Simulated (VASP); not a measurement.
Ir:

```
Ir
1.0
     0.00000    1.91560    1.91560
     1.91560    0.00000    1.91560
     1.91560    1.91560    0.00000
Ir
1
Direct
  0.00000 0.00000 0.00000
```

```yaml
Program: VASP 6.6.1
Task: relaxation of cell and atoms
Functional: PBE
Potentials_or_basis: VASP PAW PBE potentials, release 64 (Ir)
Cutoff: 600 eV
k_mesh: 12 × 12 × 12
Occupations: fermi-dirac, width 0.05 eV
Spin: no spin polarisation
```

At the start: pressure 11.9 GPa; volume 14.06 Å³/atom.

How do energy, volume and symmetry change on relaxing?

Over 4 steps the energy falls by 16.0 meV/atom and the volume is 14.51 Å³/atom (+3.2 %); space group Fm-3m (No. 225, to 0.05 Å).

Step by step:
```csv
step,energy change (eV),largest force (eV/Å),pressure (GPa),volume (Å³)
1,0.0000,0.0000,11.89,14.06
2,0.1732,0.0000,-30.08,16.29
3,-0.0160,0.0000,-0.56,14.53
4,-0.0160,0.0000,-0.06,14.51
```

Final structure:
```yaml
crystal:
  lattice:
    - [0.00000, 1.93578, 1.93578]
    - [1.93578, 0.00000, 1.93578]
    - [1.93578, 1.93578, 0.00000]
  atoms:
    - { symbol: Ir, position: [0.00000, 0.00000, 0.00000] }
```
